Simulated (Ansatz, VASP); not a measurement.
# Al3VN4 in VASP and in Ansatz

```xyz
8
Lattice="4.1078 0.0000 0.0000 0.0000 4.1078 0.0000 0.0000 0.0000 4.1078" Properties=species:S:1:pos:R:3 pbc="T T T"
Al    2.0539    0.0000    2.0539
Al    2.0539    2.0539    0.0000
Al    0.0000    2.0539    2.0539
V     0.0000    0.0000    0.0000
N     0.0000    2.0539    0.0000
N     2.0539    2.0539    2.0539
N     0.0000    0.0000    2.0539
N     2.0539    0.0000    0.0000
```

Alike in both runs: task relaxation of cell and atoms; functional PBE; k mesh 10 × 10 × 10; occupations gaussian, width 0.1 eV; collinear spin.

|  | VASP | Ansatz |
| --- | --- | --- |
| version | VASP 6.6.1 | Ansatz 0.2.0 |
| potentials or method | VASP PAW PBE potentials, release 64 (Al, V_sv, N), cutoff 600 eV | scalar-relativistic, plane waves, PAW |
| valence electrons in the cell | 42 | 42 |

|  | VASP | Ansatz | Ansatz less VASP |
| --- | --- | --- | --- |
| gap on the k mesh at the Fermi level, each at its own relaxed structure (eV) | none | none | - |
| net moment per atom (μB) | 0.08 | 0.18 | +0.101 |
| size of the moment on the site where the two differ most (μB) | 0.56 | 1.04 | +0.474 |
| relaxed volume (Å³/atom) | 8.58 | 8.65 | +0.071 |
| relaxed cell length with the largest relative difference (Å) | 4.094 | 4.105 | +0.0112 |

The net moments are unlike, so the other rows may belong to different states. Site moments also hang on the region over which each program counts them. A gap of «none» marks a metal or a gap that the smearing closes.
